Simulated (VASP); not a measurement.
Set up this calculation in VASP 6.6.1, as the native input.

```yaml
Task: single point
Functional: PBEsol
Potentials_or_basis: VASP PAW PBE potentials, release 64 (Mo_sv)
Cutoff: 520 eV
k_mesh: 18 × 18 × 18
Occupations: gaussian, width 0.1 eV
Spin: no spin polarisation
Dipole_correction: no
Further_INCAR_settings: ALGO = Fast; EDIFF = 1e-06; NBANDS = 13
```

The structure of Mo lies in POSCAR:

```
Mo
1.0
   -1.5646699825      1.5646699825      1.5646699825
    1.5646699825     -1.5646699825      1.5646699825
    1.5646699825      1.5646699825     -1.5646699825
Mo
1
Direct
    0.0000000000      0.0000000000      0.0000000000
```

The input as run:

INCAR

```
PREC = Accurate
ENCUT = 520
EDIFF = 1E-6
ISMEAR = 0
SIGMA = 0.1
LREAL = False
LASPH = True
NELM = 100
ALGO = Fast
ISIF = 2
LWAVE = False
LCHARG = False
GGA = PS
NBANDS = 13
```

KPOINTS

```
regular mesh
0
Gamma
  18 18 18
```

Potentials or basis: VASP PAW PBE potentials, release 64 (Mo_sv).

The run is started by

```bash
$ cat potpaw_PBE.64/Mo_sv/POTCAR > POTCAR
$ mpirun -np 1 vasp_std > vasp.out
```

It gave:

- Pressure: 0.6 GPa
- Band gap on the k mesh: zero (band 7 reaches 16.91 eV, above the bottom of band 8 at 11.38 eV)

Caveat: the PAW data sets were made with another functional, which shifts forces and pressure a little.

Run time: 57 s on 1 thread of Intel Xeon 8259CL, with other jobs on the host, peak memory 0.15 GiB.
